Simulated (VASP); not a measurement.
Runs of VASP 6.6.1 on CoO. The structure is tetragonal, space group I4/mmm (No. 139). Conventional cell: a = 3.016 Å, b = 3.016 Å, c = 4.214 Å, α = 90.00°, β = 90.00°, γ = 90.00°. Co (site symmetry 4/mmm) has 6 O at 2.11 to 2.13 Å within 2.8 Å. O (site symmetry 4/mmm) has 6 Co at 2.11 to 2.13 Å within 2.8 Å. 

```csv
U,gap on the mesh (eV),pressure (GPa),moment (μB)
Co d U = 8.0 eV,none,-19.8,3.00
Co d U = 6.0 eV,none,-18.3,3.00
Co d U = 2.0 eV,none,(a),3.00
Co d U = 4.0 eV,none,-17.1,3.00
```

Alike in all rows: task single point; level LDA+U; potentials or basis VASP PAW LDA potentials, release 64 (Co, O); spin collinear, ferromagnetic start; cell as given; k mesh 13 × 13 × 13; cutoff (eV) 600; smearing methfessel-paxton 0.15 eV.

**Question.** Estimate the missing entries.

**Answer.** (a) -16.5.

Caveats: a cell with one magnetic atom can't hold antiferromagnetic order, which such compounds often take; the stress differs along the axes, from -24 to -18 GPa (at least some runs); the stress differs along the axes, from -23 to -16 GPa (at least some runs); the stress differs along the axes, from -22 to -14 GPa (at least some runs); the stress differs along the axes, from -22 to -15 GPa (at least some runs).

A gap of «none» marks levels without a gap at the run's occupations.
